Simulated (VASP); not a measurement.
Set up this calculation in VASP 6.6.1, as the native input.

- Task: electric field gradients
- Functional: PBE
- Potentials or basis: VASP PAW PBE potentials, release 64 (Sr_sv, Te)
- Cutoff: 400 eV
- k mesh: 7 × 7 × 7
- Occupations: fermi-dirac, width 0.01 eV
- Spin: no spin polarisation
- Dipole correction: no
- Further INCAR settings: ALGO = Normal; EDIFF = 1e-08; NBANDS = 15

The structure of SrTe lies in POSCAR:

```
SrTe
1.0
    0.0000000000      3.3558353104      3.3558353104
    3.3558353104      0.0000000000      3.3558353104
    3.3558353104      3.3558353104      0.0000000000
Sr Te
1 1
Direct
    0.0000000000      0.0000000000      0.0000000000
    0.5000000000      0.5000000000      0.5000000000
```

These files were run (other wordings do the same):

INCAR

```
PREC     = Accurate       # precision mode
ENCUT    = 400            # plane-wave cutoff, eV
EDIFF    = 1E-8           # SCF threshold, eV
ISMEAR   = -1             # smearing method
SIGMA    = 0.01           # smearing width, eV
LREAL    = False          # projectors in reciprocal space
LASPH    = True           # aspherical terms in the spheres
NELM     = 120            # most SCF steps
ALGO     = Normal         # electronic algorithm
ISIF     = 2              # what is computed and relaxed
LWAVE    = False          # write WAVECAR
LCHARG   = False          # write CHGCAR
GGA      = PE             # functional
LEFG     = True         
NBANDS   = 15             # bands
GGA_COMPAT= False
```

KPOINTS

```
regular mesh
0
Gamma
  7 7 7
```

Potentials or basis: VASP PAW PBE potentials, release 64 (Sr_sv, Te).

Command:

```console
$ cat potpaw_PBE.64/Sr_sv/POTCAR potpaw_PBE.64/Te/POTCAR > POTCAR
$ mpirun -np 1 vasp_std > vasp.out
```

It gave:

| Property | Result |
| --- | --- |
| Pressure | 0.2 GPa |
| Band gap on the k mesh | 1.80 eV, indirect (least direct gap 2.51 eV) |

Caveat: without QUAD_EFG the Cq values of the log hold for a quadrupole moment of 1 mb, not for the nuclei; spin-orbit coupling is left out, which moves the levels of the heavy elements.

Wall time 22 s on 1 thread of Intel Xeon 8259CL, on a shared host, peak memory 0.18 GiB.
